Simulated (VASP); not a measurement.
A run of VASP 6.6.1 is set up as follows.

Contents of INCAR:

```
SYSTEM = Al
PREC = Accurate
ENCUT = 520
EDIFF = 1E-7
ISMEAR = 0
SIGMA = 0.15
LREAL = .False.
LASPH = .True.
NELM = 60
ALGO = Normal
ISIF = 2
LWAVE = .False.
LCHARG = .False.
NBANDS = 10
```

Contents of KPOINTS:

```
Automatic mesh
0
Gamma
  18 18 10
  0 0 0
```

Contents of POSCAR:

```
Al
1.0
    2.7044000000      0.0000000000      0.0000000000
   -1.3522000000      2.3420791020      0.0000000000
    0.0000000000      0.0000000000      4.4051000000
Al
2
Direct
    0.6666666667      0.3333333333      0.7500000000
    0.3333333333      0.6666666667      0.2500000000
```

Potentials or basis: VASP PAW LDA potentials, release 64 (Al).

Command:

```sh
$ cat potpaw_LDA.64/Al/POTCAR > POTCAR
$ mpirun -np 1 vasp_std > vasp.out
```

**Question.** Estimate the band gap on the k mesh.

**Answer.** Zero (band 3 reaches 14.15 eV, above the bottom of band 4 at 6.22 eV).

**Question.** Predict the pressure.

**Answer.** 14.5 GPa.

Stress tensor (GPa, compression positive):
```
14.48  0.00  0.00
 0.00 14.48  0.00
 0.00  0.00 14.58
```
